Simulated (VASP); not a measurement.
A run of VASP 6.6.1 is set up as follows.

INCAR

```
SYSTEM = Hf
  ALGO = Fast
  EDIFF = 1E-6
  ENCUT = 520
  GGA = PS
  ISIF = 2
  ISMEAR = 0
  LASPH = .TRUE.
  LCHARG = .FALSE.
  LREAL = .FALSE.
  LWAVE = .FALSE.
  NBANDS = 11
  NELM = 80
  PREC = Accurate
  SIGMA = 0.15
```

The input KPOINTS:

```
k-points
0
G
  18 18 18
  0 0 0
```

The input POSCAR:

```
Hf
1.0
   -1.8952500000      1.8952500000      1.8501250000
    1.8952500000     -1.8952500000      1.8501250000
    1.8952500000      1.8952500000     -1.8501250000
Hf
1
Direct
    0.0000000000      0.0000000000      0.0000000000
```

Potentials or basis: VASP PAW PBE potentials, release 64 (Hf_pv).

Launch:

```sh
$ cat potpaw_PBE.64/Hf_pv/POTCAR > POTCAR
$ mpirun -np 1 vasp_std > vasp.out
```

Question: Predict the band gap on the k mesh.

Answer: Zero (band 5 reaches 4.64 eV, above the bottom of band 6 at 2.73 eV).

Question: What does it give for the pressure?

Answer: -16.5 GPa.

Stress tensor (GPa, compression positive):
```
-16.07   0.00   0.00
  0.00 -16.07   0.00
  0.00   0.00 -17.44
```

Caveat: the cell differs from its parent crystal (strain +0.050 along x and y, +0.025 along z); the PAW data sets were made with another functional, which shifts forces and pressure a little; spin-orbit coupling is left out, which moves the levels of the heavy elements.
